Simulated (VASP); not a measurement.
Set up this calculation in VASP 6.6.1, as the native input.

| Property | Result |
| --- | --- |
| Task | single point |
| Functional | PBE |
| Potentials or basis | VASP PAW PBE potentials, release 64 (Ge_d, Sb, Te) |
| Cutoff | 520 eV |
| k mesh | 9 × 9 × 2 |
| Occupations | gaussian, width 0.03 eV |
| Spin | no spin polarisation |
| Dipole correction | no |
| Further INCAR settings | ALGO = Normal; EDIFF = 1e-07; NBANDS = 44 |

The structure of Ge2Sb2Te5 lies in POSCAR:

```
Ge2Sb2Te5
1.0
    4.1645000000      0.0000000000      0.0000000000
   -2.0822500000      3.6065627941      0.0000000000
    0.0000000000      0.0000000000     17.1822000000
Ge Sb Te
2 2 5
Direct
    0.0000000000      0.0000000000      0.3314713560
    0.0000000000      0.0000000000      0.6685286440
    0.3333333333      0.6666666667      0.1121550832
    0.6666666667      0.3333333333      0.8878449168
    0.0000000000      0.0000000000      0.0000000000
    0.3333333333      0.6666666667      0.7913602895
    0.6666666667      0.3333333333      0.2086397105
    0.3333333333      0.6666666667      0.4097504733
    0.6666666667      0.3333333333      0.5902495267
```

These files were run (other wordings do the same):

INCAR

```
SYSTEM = Ge2Sb2Te5
  ALGO = Normal
  EDIFF = 1E-7
  ENCUT = 520
  GGA = PE
  ISIF = 2
  ISMEAR = 0
  LASPH = .TRUE.
  LCHARG = .FALSE.
  LREAL = .FALSE.
  LWAVE = .FALSE.
  NBANDS = 44
  NELM = 100
  PREC = Accurate
  SIGMA = 0.03
```

KPOINTS

```
k-points
0
G
  9 9 2
  0 0 0
```

Potentials or basis: VASP PAW PBE potentials, release 64 (Ge_d, Sb, Te).

Run with:

```bash
$ cat potpaw_PBE.64/Ge_d/POTCAR potpaw_PBE.64/Sb/POTCAR potpaw_PBE.64/Te/POTCAR > POTCAR
$ mpirun -np 1 vasp_std > vasp.out
```

Results of the run:

```
Pressure               : 5.6 GPa
Largest force          : 0.758 eV/Å
Band gap on the k mesh : 0.05 eV, indirect (least direct gap 0.15 eV)
```

Caveat: spin-orbit coupling is left out, which moves the levels of the heavy elements; this functional lacks dispersion, which binds the layers, so the pressure and a relaxed spacing across them are unreliable.

Run time: 5.6 min on 1 thread of Intel(R) Xeon(R) Platinum 8488C (Sapphire Rapids), with other jobs on the host, peak memory 0.5 GiB.
